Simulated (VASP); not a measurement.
Set up this calculation in VASP 6.6.1, as the native input.

```
Task                   : single point
Functional             : r2SCAN
Potentials or basis    : VASP PAW PBE potentials, release 64 (Si, Ge_d)
Cutoff                 : 520 eV
k mesh                 : 12 × 12 × 6
Occupations            : gaussian, width 0.05 eV
Spin                   : no spin polarisation
Dipole correction      : no
Further INCAR settings : ALGO = Normal; EDIFF = 1e-06; NBANDS = 26
```

SiGe:

```
Si Ge
1.0
     4.01442    0.00000    0.00000
    -2.00721    3.47659    0.00000
     0.00000    0.00000    6.10472
Si Ge
2 2
Direct
  0.66667 0.33333 0.87447
  0.33333 0.66667 0.37447
  0.66667 0.33333 0.50053
  0.33333 0.66667 0.00053
```

This cell differs from its parent crystal: ratio of the length along z to the lengths across it x 0.92, volume and fractional coordinates fixed.

These files were run (other wordings do the same):

POSCAR

```
SiGe
1.0
    4.0144175398      0.0000000000      0.0000000000
   -2.0072087699      3.4765875709      0.0000000000
    0.0000000000      0.0000000000      6.1047229145
Si Ge
2 2
Direct
    0.6666666667      0.3333333333      0.8744661518
    0.3333333333      0.6666666667      0.3744661518
    0.6666666667      0.3333333333      0.5005328482
    0.3333333333      0.6666666667      0.0005328482
```

INCAR.step1

```
ALGO     = Normal         # electronic algorithm
EDIFF    = 1E-4           # SCF threshold, eV
ENCUT    = 520            # plane-wave cutoff, eV
GGA      = PE             # functional
ISMEAR   = 0              # smearing method
LASPH    = True           # aspherical terms in the spheres
LCHARG   = False          # write CHGCAR
LREAL    = False          # projectors in reciprocal space
LWAVE    = True           # write WAVECAR
NBANDS   = 26             # bands
NELM     = 80             # most SCF steps
PREC     = Accurate       # precision mode
SIGMA    = 0.05           # smearing width, eV
```

INCAR.step2

```
ALGO     = Normal         # electronic algorithm
EDIFF    = 1E-6           # SCF threshold, eV
ENCUT    = 520            # plane-wave cutoff, eV
ISIF     = 2              # what is computed and relaxed
ISMEAR   = 0              # smearing method
ISTART   = 1            
LASPH    = True           # aspherical terms in the spheres
LCHARG   = False          # write CHGCAR
LMIXTAU  = True         
LREAL    = False          # projectors in reciprocal space
LWAVE    = False          # write WAVECAR
METAGGA  = R2SCAN         # meta-GGA
NBANDS   = 26             # bands
NELM     = 80             # most SCF steps
PREC     = Accurate       # precision mode
SIGMA    = 0.05           # smearing width, eV
```

KPOINTS

```
k-points
0
Gamma
  12 12 6
```

Potentials or basis: VASP PAW PBE potentials, release 64 (Si, Ge_d).

The run is started by

```console
$ cat potpaw_PBE.64/Si/POTCAR potpaw_PBE.64/Ge_d/POTCAR > POTCAR
$ cp INCAR.step1 INCAR
$ mpirun -np 1 vasp_std > vasp.out
$ cp INCAR.step2 INCAR
$ mpirun -np 1 vasp_std > vasp.out
```

Results of the run:

```json
{"Pressure": "1.1 GPa", "Largest force": "1.062 eV/Å", "Band gap on the k mesh": "zero (bands 18 and 19 overlap by 0.05 eV)"}
```

Caveat: the stress differs along the axes, from -6 to 15 GPa; semilocal functionals underestimate gaps, and a narrow one can read as zero; the PAW data sets were made with another functional, which shifts forces and pressure a little.

It took 5.1 min on 1 thread of AMD EPYC 9R45 (Zen 5), on a shared host, peak memory 0.27 GiB.
